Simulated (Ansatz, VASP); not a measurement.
Two plane-wave programs on GaSb

```
CELL_PARAMETERS angstrom
0.00000 3.06860 3.06860
3.06860 0.00000 3.06860
3.06860 3.06860 0.00000
ATOMIC_POSITIONS crystal
Ga 0.00000 0.00000 0.00000
Sb 0.25000 0.25000 0.25000
```

Alike in both runs: task relaxation of cell and atoms; functional r2SCAN; k mesh 10 × 10 × 10; occupations gaussian, width 0.02 eV; no spin polarisation.

|  | VASP | Ansatz |
| --- | --- | --- |
| version | VASP 6.6.1 | Ansatz 0.2.0 |
| potentials or method | VASP PAW PBE potentials, release 64 (Ga_d, Sb), cutoff 600 eV | scalar-relativistic, plane waves, PAW |
| valence electrons in the cell | 18 | 28 |

Ansatz gave:

* gap on the k mesh at the Fermi level, each at its own relaxed structure (eV): 0.41
* relaxed volume (Å³/atom): 28.84
* relaxed cell length with the largest relative difference (Å): 4.337

Which values does VASP return?

gap on the k mesh at the Fermi level, each at its own relaxed structure (eV): 0.39; relaxed volume (Å³/atom): 28.86; relaxed cell length with the largest relative difference (Å): 4.338.

VASP's potentials were made for PBE, not for r2SCAN. VASP's potentials hold 18 valence electrons a cell and Ansatz's 28, so a difference there can come from the potentials and not from the codes.

Spin-orbit coupling is off throughout.
